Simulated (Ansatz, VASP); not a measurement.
## In2GaP3: VASP beside Ansatz

```
CELL_PARAMETERS angstrom
1.75509 -9.54578 0.00000
1.75509 9.54578 0.00000
0.00000 0.00000 3.80308
ATOMIC_POSITIONS crystal
In 0.13325 0.86675 0.50000
In 0.86675 0.13325 0.50000
Ga 0.00000 0.00000 0.00000
P 0.50000 0.50000 0.50000
P 0.28876 0.71124 0.00000
P 0.71124 0.28876 0.00000
```

Change from the starting cell: species swapped into the TlAg3Te2 type (Cmmm, No. 65).

Alike in both runs: functional PBE; k mesh 6 × 6 × 6; occupations gaussian, width 0.1 eV; no spin polarisation.

Ansatz relaxed the structure, and its values are those at the end. VASP's run is a single point on that final structure, the one shown.

|  | VASP | Ansatz |
| --- | --- | --- |
| version | VASP 6.6.1 | Ansatz 0.2.0 |
| potentials or method | VASP PAW PBE potentials, release 64 (In_d, Ga_d, P), cutoff 520 eV | scalar-relativistic, plane waves, PAW |
| valence electrons in the cell | 54 | 54 |

Ansatz gave:

| Quantity | Value |
| --- | --- |
| gap on the k mesh at the Fermi level (eV) | none |
| pressure (GPa) | 0.0 |
| rms of the force components (eV/Å) | 0.007 |

Task: What did VASP give for the same quantities?

Result: gap on the k mesh at the Fermi level (eV): none; pressure (GPa): 0.0; rms of the force components (eV/Å): 0.006.

A gap of «none» marks a metal or a gap that the smearing closes. The functional is the same, so the differences come from potentials, cutoffs and numerics.
